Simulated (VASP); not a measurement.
Write the native input for VASP 6.6.1 that does the following.

```yaml
Task: single point
Functional: PBE
Potentials_or_basis: VASP PAW PBE potentials, release 64 (Hf_pv, O)
Cutoff: 520 eV
k_mesh: 8 × 8 × 8
Occupations: fermi-dirac, width 0.02 eV
Spin: no spin polarisation
Dipole_correction: no
Further_INCAR_settings: ALGO = Normal; EDIFF = 1e-06; NBANDS = 18
```

The structure of HfO2 lies in POSCAR:

```
HfO2
1.0
    0.0000000000      2.5931706045      2.5931706045
    2.5931706045      0.0000000000      2.5931706045
    2.5931706045      2.5931706045      0.0000000000
Hf O
1 2
Direct
    0.0000000000      0.0000000000      0.0000000000
    0.2500000000      0.2500000000      0.2500000000
    0.7500000000      0.7500000000      0.7500000000
```

This cell differs from its parent crystal: strain +2.5%.

One way to write it, as run:

INCAR

```
ALGO = Normal
EDIFF = 1E-6
ENCUT = 520
GGA = PE
ISIF = 2
ISMEAR = -1
LASPH = True
LCHARG = False
LREAL = False
LWAVE = False
NBANDS = 18
NELM = 60
PREC = Accurate
SIGMA = 0.02
```

KPOINTS

```
k-points
0
Gamma
  8 8 8
```

Potentials or basis: VASP PAW PBE potentials, release 64 (Hf_pv, O).

The run is started by

```sh
$ cat potpaw_PBE.64/Hf_pv/POTCAR potpaw_PBE.64/O/POTCAR > POTCAR
$ mpirun -np 1 vasp_std > vasp.out
```

Results of the run:

| Quantity | Value |
| --- | --- |
| Pressure | -14.6 GPa |
| Band gap on the k mesh | 3.62 eV |

Caveat: the cell differs from its parent crystal (strain +2.5%); the cell stands under tension; spin-orbit coupling is left out, which moves the levels of the heavy elements.

Run time: 27 s on 1 thread of Intel Xeon 8259CL, with other jobs on the host, peak memory 0.16 GiB.
